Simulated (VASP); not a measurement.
Mo, 1 atom in the cell. Symmetry: Im-3m, No. 229, cubic system. The conventional cell has a = 3.150 Å, b = 3.150 Å, c = 3.150 Å, α = 90.00°, β = 90.00°, γ = 90.00°. Within 3.6 Å of Mo (site symmetry m-3m) lie 14 Mo at 2.73 to 3.15 Å. 

| Property | Result |
| --- | --- |
| Program | VASP 6.6.1 |
| Task | single point |
| Functional | PBEsol |
| Potentials or basis | VASP PAW PBE potentials, release 64 (Mo_sv) |
| Cutoff | 520 eV |
| k mesh | 36 × 36 × 36 |
| Occupations | methfessel-paxton, width 0.1 eV |
| Spin | no spin polarisation |
| Dipole correction | no |
| Further INCAR settings | ALGO = Normal; EDIFF = 1e-07; NBANDS = 13 |

Potentials or basis: VASP PAW PBE potentials, release 64 (Mo_sv).

Command:

```sh
$ cat potpaw_PBE.64/Mo_sv/POTCAR > POTCAR
$ mpirun -np 1 vasp_std > vasp.out
```

Hardware: 1 thread of Intel Xeon 8259CL (shared host).

Question: How long does it take, and how much memory?

Answer: It took 3.3 min on 1 thread of Intel Xeon 8259CL, with other jobs on the host, peak memory 0.33 GiB. Counts: scf iterations 11, k points 1240.
